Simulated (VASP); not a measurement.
# Ta6Si in VASP: relaxation of the atoms with PBE

Aim: the relaxation of the atoms of Ta6Si with PBE.

Program: VASP 6.6.1. These are calculated values, not measurements. Logs are shortened: lines on timing, memory, paths and dates and some standing lists are left out, and cuts for length are marked.

## 1. The cell of the first run

The cell holds a slab with vacuum, 7 atoms: a = 4.694 Å, b = 4.694 Å, c = 19.988 Å, α = 90.00°, β = 90.00°, γ = 120.00°.

## 2. Relaxation of the atoms, PBE

Contents of INCAR:

```
PREC = Accurate
ENCUT = 520
EDIFF = 1E-6
ISMEAR = 0
SIGMA = 0.1
LREAL = False
LASPH = True
NELM = 60
ALGO = Normal
ISIF = 2
LWAVE = False
LCHARG = False
LDIPOL = True
IDIPOL = 3
DIPOL = 0.5 0.5 0.347
GGA = PE
IBRION = 2
NSW = 36
EDIFFG = -0.025
KPAR = 4
```

Contents of KPOINTS:

```
regular mesh
0
Gamma
  6 6 1
```

Contents of POSCAR:

```
Ta6Si
1.0
    4.6937283334      0.0000000000      0.0000000000
   -2.3468641667      4.0648879751      0.0000000000
    0.0000000000      0.0000000000     19.9881921067
Ta Si
6 1
Selective dynamics
Direct
    0.6666666667      0.3333333333      0.2001181487  F F F
    0.3333333333      0.6666666667      0.2480516125  F F F
    0.0000000000      0.0000000000      0.2959850764  F F F
    0.6666666667      0.3333333333      0.3401842440  F F F
    0.3333333333      0.6666666667      0.3819724415  F F F
    0.0000000000      0.0000000000      0.4246603225  F F F
    0.2222222222      0.1111111111      0.5377028720  F F T
```

Potentials or basis: VASP PAW PBE potentials, release 64 (Ta_pv, Si).

Command:

```console
> cat potpaw_PBE.64/Ta_pv/POTCAR potpaw_PBE.64/Si/POTCAR > POTCAR
> mpirun -np 4 vasp_std > vasp.out
```

OUTCAR:

```text
PREC = Accurate
   ENCUT = 520
   EDIFF = 1E-6
   ISMEAR = 0
   LREAL = False
   LASPH = True
   NELM = 60
   ISIF = 2
   GGA = PE
   IBRION = 2
   NSW = 36
   EDIFFG = -0.025

 ion  position               nearest neighbor table
   1  0.667  0.333  0.200-   4 2.80   2 2.87   2 2.87   2 2.87   3 3.32   3 3.32   3 3.32
   2  0.333  0.667  0.248-   5 2.68   1 2.87   1 2.87   3 2.87   1 2.87   3 2.87   3 2.87   4 3.28
                             4 3.28   4 3.28
   3  0.000  0.000  0.296-   6 2.57   4 2.85   4 2.85   4 2.85   2 2.87   2 2.87   2 2.87   5 3.21
                             5 3.21   5 3.21   1 3.32   1 3.32   1 3.32
   4  0.667  0.333  0.340-   1 2.80   5 2.84   5 2.84   5 2.84   3 2.85   3 2.85   3 2.85   6 3.19
                             6 3.19   6 3.19   2 3.28   2 3.28   2 3.28
   5  0.333  0.667  0.382-   2 2.68   4 2.84   4 2.84   4 2.84   6 2.84   6 2.84   6 2.84   3 3.21
                             3 3.21   3 3.21
   6  0.000  0.000  0.425-   7 2.43   3 2.57   5 2.84   5 2.84   5 2.84   4 3.19   4 3.19   4 3.19

   7  0.222  0.111  0.538-   6 2.43

  LATTYP: Found a hexagonal cell.
 ALAT       =     4.6937283334
 C/A-ratio  =     4.2584893473

  Lattice vectors:

 A1 = (   4.6937283334,   0.0000000000,   0.0000000000)
 A2 = (  -2.3468641667,   4.0648879751,   0.0000000000)
 A3 = (   0.0000000000,   0.0000000000,  19.9881921067)

Analysis of symmetry for initial positions (statically):
=====================================================================
 Subroutine PRICEL returns:
 Original cell was already a primitive cell.

 Routine SETGRP: Setting up the symmetry group for a
 hexagonal supercell.

 Subroutine GETGRP returns: Found  2 space group operations
 (whereof  2 operations were pure point group operations)
 out of a pool of 24 trial point group operations.

The static configuration has the point symmetry C_1h.

Analysis of symmetry for dynamics (positions and initial velocities):
=====================================================================
 Subroutine PRICEL returns:
 Original cell was already a primitive cell.

 Routine SETGRP: Setting up the symmetry group for a
 hexagonal supercell.

 Subroutine GETGRP returns: Found  2 space group operations
 (whereof  2 operations were pure point group operations)
 out of a pool of 24 trial point group operations.

The dynamic configuration has the point symmetry C_1h.

Analysis of constrained symmetry for selective dynamics:
=====================================================================
 Subroutine PRICEL returns:
 Original cell was already a primitive cell.

 Routine SETGRP: Setting up the symmetry group for a
 hexagonal supercell.

 Subroutine GETGRP returns: Found  2 space group operations
 (whereof  2 operations were pure point group operations)
 out of a pool of 24 trial point group operations.

The constrained configuration has the point symmetry C_1h.

 Subroutine INISYM returns: Found  2 space group operations
 (whereof  2 operations are pure point group operations),
 and found     1 'primitive' translations

----------------------------------------------------------------------------------------

                                     Primitive cell

  volume of cell :     381.3643

  direct lattice vectors                    reciprocal lattice vectors
     4.693728333  0.000000000  0.000000000     0.213050251  0.123004620  0.000000000
    -2.346864167  4.064887975  0.000000000     0.000000000  0.246009240  0.000000000
     0.000000000  0.000000000 19.988192107     0.000000000  0.000000000  0.050029537

  length of vectors
     4.693728333  4.693728333 19.988192107     0.246009240  0.246009240  0.050029537

  position of ions in fractional coordinates (direct lattice)
     0.666666667  0.333333333  0.200118149
     0.333333333  0.666666667  0.248051612
     0.000000000  0.000000000  0.295985076
     0.666666667  0.333333333  0.340184244
     0.333333333  0.666666667  0.381972441
     0.000000000  0.000000000  0.424660323
     0.222222222  0.111111111  0.537702872

  ion indices of the primitive-cell ions
   primitive index   ion index
                 1           1
                 2           2
                 3           3
                 4           4
                 5           5
                 6           6
                 7           7

----------------------------------------------------------------------------------------

 KPOINTS: regular mesh

Automatic generation of k-mesh.
 Grid dimensions read from file:
 generate k-points for:    6    6    1

 Generating k-lattice:

  Cartesian coordinates                     Fractional coordinates (reciprocal lattice)
     0.035508375  0.020500770  0.000000000     0.166666667  0.000000000  0.000000000
     0.000000000  0.041001540  0.000000000     0.000000000  0.166666667  0.000000000
     0.000000000  0.000000000  0.050029537     0.000000000  0.000000000  1.000000000

  Length of vectors
     0.041001540  0.041001540  0.050029537

  Shift w.r.t. Gamma in fractional coordinates (k-lattice)
     0.000000000  0.000000000  0.000000000

 Subroutine IBZKPT returns following result:
 ===========================================

 Found     13 irreducible k-points:

 Following reciprocal coordinates:
            Coordinates               Weight
  0.000000  0.000000  0.000000      1.000000
  0.166667 -0.000000  0.000000      2.000000
  0.000000  0.166667  0.000000      4.000000
  0.333333 -0.000000  0.000000      2.000000
  0.000000  0.333333  0.000000      4.000000
  0.500000  0.000000  0.000000      1.000000
  0.000000  0.500000  0.000000      2.000000
  0.166667  0.166667  0.000000      4.000000
 -0.166667  0.333333  0.000000      2.000000
  0.333333  0.166667  0.000000      4.000000
 -0.166667  0.500000  0.000000      4.000000
  0.500000  0.333333  0.000000      4.000000
  0.333333  0.333333  0.000000      2.000000
   k-points           NKPTS =     13   k-points in BZ     NKDIM =     13   number of bands    NBANDS=     42
   number of dos      NEDOS =    301   number of ions     NIONS =      7
   total plane-waves  NPLWV = 194400
   dimension x,y,z NGX =    36 NGY =   36 NGZ =  150
   dimension x,y,z NGXF=    72 NGYF=   72 NGZF=  300
   ions per type =               6   1
   NGX,Y,Z   is equivalent  to a cutoff of  12.75, 12.75, 12.48 a.u.
   NGXF,Y,Z  is equivalent  to a cutoff of  25.50, 25.50, 24.95 a.u.
 SYSTEM =  unknown system
   PREC   = accura    normal or accurate (medium, high low for compatibility)
   ISTART =      0    job   : 0-new  1-cont  2-samecut
   ICHARG =      2    charge: 1-file 2-atom 10-const
   ISPIN  =      1    spin polarized calculation?
   LNONCOLLINEAR =      F non collinear calculations
   LSORBIT =      F    spin-orbit coupling
   LASPH  =      T    aspherical Exc in radial PAW
   ENCUT  =  520.0 eV  38.22 Ry    6.18 a.u.   8.73  8.73 37.16*2*pi/ulx,y,z
   NELM   =     60;   NELMIN=  2; NELMDL= -5     # of ELM steps
   EDIFF  = 0.1E-05   stopping-criterion for ELM
   LREAL  =      F    real-space projection
   EDIFFG = -.3E-01   stopping-criterion for IOM
   NSW    =     36    number of steps for IOM
   IBRION =      2    ionic relax: 0-MD 1-quasi-New 2-CG
   NFREE  =      1    steps in history (QN), initial steepest desc. (CG)
   ISIF   =      2    stress and relaxation
   ISYM   =      2    0-nonsym 1-usesym 2-fastsym
   POTIM  = 0.5000    time-step for ionic-motion
   TEBEG  =    0.0;   TEEND  =   0.0 temperature during run
   PSTRESS=    0.0 pullay stress
   NELECT =      70.0000    total number of electrons
   NUPDOWN=      -1.0000    fix difference up-down
   EMIN   =  10.00;   EMAX   =-10.00  energy-range for DOS
   EFERMI =   0.00;   METHOD = LEGACY
   ISMEAR =     0;   SIGMA  =   0.10  broadening in eV -4-tet -1-fermi 0-gaus
   EFERMI_NEDOS =   21; number of points for ismear=-14 and -15
   IALGO  =     38    algorithm
   IMIX   =      4    mixing-type and parameters
     AMIX     =   0.40;   BMIX     =  1.00
     AMIX_MAG =   1.60;   BMIX_MAG =  1.00
  volume/ion in A,a.u.               =      54.48       367.65
  Fermi-wavevector in a.u.,A,eV,Ry     =   0.930381  1.758165 11.777323  0.865609
  Thomas-Fermi vector in A             =   2.056763
   LORBIT       =      0    0 simple, 1 ext, 2 COOP (PROOUT), +10 PAW based schemes
   GGA     = PE    functional components
   LHFCALC =     F    Hartree Fock is set to
   AEXX    =    0.0000 exact exchange contribution
   IVDW    =     0    specifies the selected vdW correction
   LEPSILON=     F    determine dielectric tensor
   LRPA    =     F    only Hartree local field effects (RPA)
 conjugate gradient relaxation of ions
 non-spin polarized calculation
 Gauss-broadening in eV      SIGMA  =   0.10
  energy-cutoff  :      520.00
  volume of cell :      381.36
 maximum number of plane-waves:     10285
 NGX is ok and might be reduce to    36
   NGX = 17   NGY = 17   NGZ = 75

 dipolmoment           0.000000      0.000000     -0.641253 electrons x Angstroem

--------------------------------------- Ionic step        1  -------------------------------------------

 number of electron      69.9999990 magnetization

 Free energy of the ion-electron system (eV)
  ---------------------------------------------------
  ext. energy  EPLUGINS =         0.00000000
  ---------------------------------------------------
  free energy    TOTEN  =       -67.70960440 eV

  energy without entropy =      -67.67282458  energy(sigma->0) =      -67.69121449

------------------------ aborting loop because EDIFF is reached ----------------------------------------

  FORCE on cell =-STRESS in cart. coord.  units (eV):
  Direction    XX          YY          ZZ          XY          YZ          ZX
  --------------------------------------------------------------------------------------
  -------------------------------------------------------------------------------------
  Total       -3.5141684     -4.4957306     -2.6208727      0.8500578      1.0215132      1.7693098
  in kB      -14.7636285    -18.8873408    -11.0107391      3.5712396      4.2915534      7.4331762
  external PRESSURE =     -14.8872361 kB  Pullay stress =       0.0000000 kB
[... 108 lines left out ...]
  energy  without entropy=      -67.6746067745  energy(sigma->0) =      -67.69282645

--------------------------------------- Ionic step        4  -------------------------------------------

 number of electron      69.9999990 magnetization

 dipolmoment           0.000000      0.000000      0.143297 electrons x Angstroem

 Free energy of the ion-electron system (eV)
  ---------------------------------------------------
  ext. energy  EPLUGINS =         0.00000000
  ---------------------------------------------------
  free energy    TOTEN  =       -67.71109542 eV

  energy without entropy =      -67.67460666  energy(sigma->0) =      -67.69285104

 E-fermi :  -0.7365     XC(G=0):  -5.3826

 val. band max:       -0.7369302299   @ k =  -0.1667   0.3333   0.0000
 cond. band min:      -0.7126279080   @ k =   0.3333   0.1667   0.0000
 fundamental gap:      0.0243023219
 Fermi energy:        -0.7364899636

 k-point     1 :       0.0000    0.0000    0.0000
  band No.  band energies     occupation
      1     -35.3243      2.00000
      2     -35.1890      2.00000
      3     -35.1204      2.00000
      4     -35.1186      2.00000
      5     -34.9725      2.00000
      6     -34.9659      2.00000
[... 574 lines left out ...]
     41       0.6938      0.00000
     42       0.7739      0.00000

------------------------ aborting loop because EDIFF is reached ----------------------------------------

 vacuum level on the upper side and lower side of the slab       (xc-potential included)         0.653        -0.721

  FORCE on cell =-STRESS in cart. coord.  units (eV):
  Direction    XX          YY          ZZ          XY          YZ          ZX
  --------------------------------------------------------------------------------------
  -------------------------------------------------------------------------------------
  Total       -3.6239923     -4.5661350     -2.9377645      0.8159195      0.9378965      1.6244815
  in kB      -15.2250178    -19.1831217    -12.3420562      3.4278185      3.9402651      6.8247273
  external PRESSURE =     -15.5833985 kB  Pullay stress =       0.0000000 kB

 VOLUME and BASIS-vectors are now :
 -----------------------------------------------------------------------------
  energy-cutoff  :      520.00
  volume of cell :      381.36
      direct lattice vectors                 reciprocal lattice vectors
     4.693728333  0.000000000  0.000000000     0.213050251  0.123004620  0.000000000
    -2.346864167  4.064887975  0.000000000     0.000000000  0.246009240  0.000000000
     0.000000000  0.000000000 19.988192107     0.000000000  0.000000000  0.050029537
[... 13 lines left out ...]
  FREE ENERGIE OF THE ION-ELECTRON SYSTEM (eV)
  ---------------------------------------------------
  free  energy   TOTEN  =       -67.7110954171 eV

  energy  without entropy=      -67.6746066550  energy(sigma->0) =      -67.69285104

 reached required accuracy - stopping structural energy minimisation

 vacuum level on the upper side and lower side of the slab         4.090         2.681
```

It took 4.4 min on 4 MPI ranks of Intel Xeon Platinum 8488C (Sapphire Rapids), shared host; peak memory 0.58 GiB.

Results:

```yaml
Free_energy: -67.7111 eV
Energy_gained_by_relaxing: 0.2 meV/atom
Ionic_steps: 4
Band_gap_on_the_k_mesh: zero (bands 35 and 36 overlap by 0.03 eV)
```

Step by step:
```csv
step,energy change (eV),largest force on free atoms (eV/Å),pressure (GPa)
1,0.0000,0.1514,-1.49
2,-0.0009,0.0953,-1.51
3,-0.0014,0.0253,-1.57
4,-0.0015,0.0010,-1.56
```

Final structure:
```cif
data_structure
_symmetry_space_group_name_H-M 'P 1'
_symmetry_Int_Tables_number 1
_cell_length_a 4.6937
_cell_length_b 4.6937
_cell_length_c 19.9882
_cell_angle_alpha 90.000
_cell_angle_beta 90.000
_cell_angle_gamma 120.000
_cell_volume 381.36
loop_
_atom_site_label
_atom_site_type_symbol
_atom_site_fract_x
_atom_site_fract_y
_atom_site_fract_z
_atom_site_occupancy
Ta1 Ta 0.66667 0.33333 0.20012 1
Ta2 Ta 0.33333 0.66667 0.24805 1
Ta3 Ta 0.00000 0.00000 0.29599 1
Ta4 Ta 0.66667 0.33333 0.34018 1
Ta5 Ta 0.33333 0.66667 0.38197 1
Ta6 Ta 0.00000 0.00000 0.42466 1
Si1 Si 0.22222 0.11111 0.53871 1
```

Levels at points of the mesh, in eV from the Fermi level:
| k point | band 33 | band 34 | band 35 | band 36 | band 37 | band 38 |
| --- | --- | --- | --- | --- | --- | --- |
| (0.00, 0.00, 0.00) | -0.49 | -0.31 | -0.29 | 0.22 | 0.25 | 0.34 |
| (0.50, 0.00, 0.00) | -0.79 | -0.33 | -0.25 | 0.10 | 0.39 | 0.88 |
| (0.00, 0.50, 0.00) | -0.69 | -0.37 | -0.16 | 0.06 | 0.58 | 0.84 |

Caveat: spin-orbit coupling is left out, which moves the levels of the heavy elements.

The gap in the log of VASP goes by the Fermi energy; the results here count the filled bands.